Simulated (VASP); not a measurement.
Input of a VASP 6.6.1 run:

Contents of INCAR:

```
SYSTEM = SiC
PREC = Accurate
ENCUT = 520
EDIFF = 1E-8
ISMEAR = 0
SIGMA = 0.01
LREAL = .FALSE.
LASPH = .TRUE.
NELM = 100
ALGO = Normal
ISIF = 2
LWAVE = .FALSE.
LCHARG = .TRUE.
GGA = PS
NBANDS = 11
IBRION = 8
NSW = 1
LEPSILON = .TRUE.
```

File KPOINTS:

```
regular mesh
0
G
  12 12 12
  0 0 0
```

The input POSCAR:

```
SiC
1.0
    0.0000000000      2.1928340023      2.1928340023
    2.1928340023      0.0000000000      2.1928340023
    2.1928340023      2.1928340023      0.0000000000
Si C
1 1
Direct
    0.0000000000      0.0000000000      0.0000000000
    0.7500000000      0.7500000000      0.7500000000
```

Potentials or basis: VASP PAW PBE potentials, release 64 (Si, C).

Run with:

```sh
$ cat potpaw_PBE.64/Si/POTCAR potpaw_PBE.64/C/POTCAR > POTCAR
$ mpirun -np 1 vasp_std > vasp.out
```

Task: What does it give for the electronic dielectric tensor (diagonal)?

Result: 7.13.

Task: Estimate the Born charges (mean of the diagonal).

Result: Si +2.69; C -2.69 e.

Task: Predict the highest phonon frequency at Γ, LO-TO splitting left out.

Result: 771 cm⁻¹.

Phonon frequencies in cm⁻¹ (negative: imaginary):
```csv
q point,frequencies
"(0.000, 0.000, 0.000)",0 0 0 771 771 771
```

Caveat: the cell differs from its parent crystal (phonons at volume x 1.02); the cell wasn't relaxed at this level first, which shifts response properties.
